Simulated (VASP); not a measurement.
A run of VASP 6.6.1:

The input INCAR:

```
SYSTEM = Be2Se
ALGO = Normal ; EDIFF = 1E-6
ENCUT = 600 ; GGA = PE
GGA_COMPAT = .FALSE. ; ISIF = 2
ISMEAR = 0 ; LASPH = .TRUE.
LCHARG = .FALSE. ; LREAL = .FALSE.
LWAVE = .FALSE. ; NBANDS = 19
NELM = 120 ; PREC = Accurate
SIGMA = 0.2
```

Contents of KPOINTS:

```
k-points
0
G
  3 3 5
  0 0 0
```

The input POSCAR:

```
Be2Se
1.0
    5.3927753520      0.0000000000      0.0000000000
    0.0000000000      5.3927753520      0.0000000000
    0.0000000000      0.0000000000      3.4287715254
Be Se
4 2
Direct
    0.2887173364      0.2887173364      0.0000000000
    0.2112826636      0.7887173364      0.5000000000
    0.7112826636      0.7112826636      0.0000000000
    0.7887173364      0.2112826636      0.5000000000
    0.0000000000      0.0000000000      0.0000000000
    0.5000000000      0.5000000000      0.5000000000
```

Potentials or basis: VASP PAW PBE potentials, release 64 (Be, Se).

The run is started by

```bash
$ cat potpaw_PBE.64/Be/POTCAR potpaw_PBE.64/Se/POTCAR > POTCAR
$ mpirun -np 1 vasp_std > vasp.out
```

Hardware: 1 thread of Intel Xeon 8259CL, with other jobs on the host.

Problem. Estimate the wall time of this run.

Solution. It took 34 s on 1 thread of Intel Xeon 8259CL, with other jobs on the host, peak memory 0.24 GiB. Counts: scf iterations 11, k points 9.
